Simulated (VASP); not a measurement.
A run of VASP 6.6.1 is set up as follows.

File INCAR:

```
PREC = Accurate
ENCUT = 520
EDIFF = 1E-6
ISMEAR = -1
SIGMA = 0.15
LREAL = Auto
LASPH = T
NELM = 80
ALGO = Normal
ISIF = 2
LWAVE = F
LCHARG = F
GGA = PE
NBANDS = 102
```

Contents of KPOINTS:

```
regular mesh
0
Gamma
  2 2 1
```

File POSCAR:

```
Au
1.0
    8.1600000000      0.0000000000      0.0000000000
    0.0000000000      5.7699910000      0.0000000000
    0.0000000000      0.0000000000     15.3274940000
Au
16
Direct
    0.2500000000      0.2500003899      0.0652422373
    0.7500000000      0.2500003899      0.0652422373
    0.2500000000      0.7500011698      0.0652422373
    0.7500000000      0.7500011698      0.0652422373
   -0.0145710784     -0.0327210216      0.1639080726
    0.5239828431      0.0063085020      0.1548850712
    0.0241911765      0.5073144828      0.1482760326
    0.4887990196      0.5093595467      0.1515120476
    0.2465563725      0.2533972757      0.2676171330
    0.7598161765      0.3119068990      0.2432817785
    0.2540441176      0.7554604505      0.2612951602
    0.7665808824      0.7586320325      0.2742261716
    0.0144240196     -0.0229463096      0.3524646625
    0.5256862745      0.0256672844      0.3484131196
    0.0067647059      0.5062572888      0.3655718280
    0.4983700980      0.5009886497      0.3354755839
```

Potentials or basis: VASP PAW PBE potentials, release 64 (Au).

The run is started by

```bash
$ cat potpaw_PBE.64/Au/POTCAR > POTCAR
$ mpirun -np 1 vasp_std > vasp.out
```

**Question.** Estimate the largest force.

**Answer.** 1.683 eV/Å.

Forces on the atoms (eV/Å):
```
Au   0.217 -0.752 -0.021
Au   0.451  0.339 -0.538
Au   0.465  0.882 -0.440
Au   0.096 -0.434 -0.259
Au   0.616  1.436 -0.544
Au  -0.971 -0.166  0.132
Au  -1.069 -1.038  0.161
Au   0.211 -0.038 -0.418
Au  -0.258 -0.276 -0.049
Au   0.476 -1.375  0.845
Au   0.301  0.183  0.053
Au  -0.681  0.661  0.195
Au  -0.014  1.088  0.579
Au  -0.197 -0.228 -0.236
Au   0.079 -0.681 -0.253
Au   0.279  0.400  0.792
```

Caveat: the k points lie up to 0.54 Å⁻¹ apart; there is no dipole correction, which matters where the two faces differ.
